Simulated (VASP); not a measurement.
Wanted: the native input for a VASP 6.6.1 run.

```
Task                   : single point
Functional             : PBE
Potentials or basis    : VASP PAW PBE potentials, release 64 (P, Pb_d)
Cutoff                 : 520 eV
k mesh                 : 8 × 8 × 6
Occupations            : gaussian, width 0.1 eV
Spin                   : no spin polarisation
Dipole correction      : no
Further INCAR settings : ALGO = Normal; EDIFF = 1e-06; NBANDS = 42
```

The structure of PPb2 lies in POSCAR:

```
PPb2
1.0
    4.5115111582      0.0000000000      0.0000000000
    0.0000000000      4.5115111582      0.0000000000
    0.0000000000      0.0000000000      8.1628678072
P Pb
2 4
Direct
    0.0000000000      0.5000000000      0.7154361707
    0.5000000000      0.0000000000      0.2845638293
    0.0000000000      0.0000000000      0.0000000000
    0.5000000000      0.5000000000      0.0000000000
    0.0000000000      0.5000000000      0.3645888085
    0.5000000000      0.0000000000      0.6354111915
```

The cell was built from a structure type or drawn by symmetry, and may not be a known phase.

The input as run:

INCAR

```
SYSTEM = PPb2
ALGO = Normal
EDIFF = 1E-6
ENCUT = 520
GGA = PE
ISIF = 2
ISMEAR = 0
LASPH = .TRUE.
LCHARG = .FALSE.
LREAL = .FALSE.
LWAVE = .FALSE.
NBANDS = 42
NELM = 60
PREC = Accurate
SIGMA = 0.1
```

KPOINTS

```
k-points
0
G
  8 8 6
  0 0 0
```

Potentials or basis: VASP PAW PBE potentials, release 64 (P, Pb_d).

The run is started by

```sh
$ cat potpaw_PBE.64/P/POTCAR potpaw_PBE.64/Pb_d/POTCAR > POTCAR
$ mpirun -np 1 vasp_std > vasp.out
```

It gave:

The pressure is -0.1 GPa, the largest force is 0.010 eV/Å and the band gap on the k mesh is zero (bands 33 and 34 overlap by 2.13 eV).

Caveat: spin-orbit coupling is left out, which moves the levels of the heavy elements.

Run time: 3.9 min on 1 thread of Intel(R) Xeon(R) Platinum 8375C CPU @ 2.90GHz (Ice Lake), with other jobs on the host, peak memory 0.47 GiB.
